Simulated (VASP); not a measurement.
## SnSe: single point with r2SCAN

Crystal: SnSe.

```
Sn Se
1.0
     0.00000    3.04961    3.04961
     3.04961    0.00000    3.04961
     3.04961    3.04961    0.00000
Sn Se
1 1
Direct
  0.00000 0.00000 0.00000
  0.50000 0.50000 0.50000
```

| Quantity | Value |
| --- | --- |
| Program | VASP 6.6.1 |
| Task | single point |
| Functional | r2SCAN |
| Potentials or basis | VASP PAW PBE potentials, release 64 (Sn_d, Se) |
| Cutoff | 550 eV |
| k mesh | 5 × 5 × 5 |
| Occupations | gaussian, width 0.01 eV |
| Spin | no spin polarisation |

```yaml
Pressure: -2.1 GPa
```

Levels at points of the mesh, in eV from the Fermi level:
```tsv
k point	band 8	band 9	band 10	band 11	band 12	band 13
(0.00, 0.00, 0.00)	-2.17	-2.17	-2.17	4.55	4.55	4.55
```

It took 77 s on 1 thread of AMD EPYC 7R43 64-Core Processor (Zen 3) (shared host), peak memory 0.18 GiB.

Caveat: this odd mesh misses L, where the gap lies, so gap, dielectric constants and Born charges aren't listed; the PAW data sets were made with another functional, which shifts forces and pressure a little; spin-orbit coupling is left out, which moves the levels of the heavy elements.
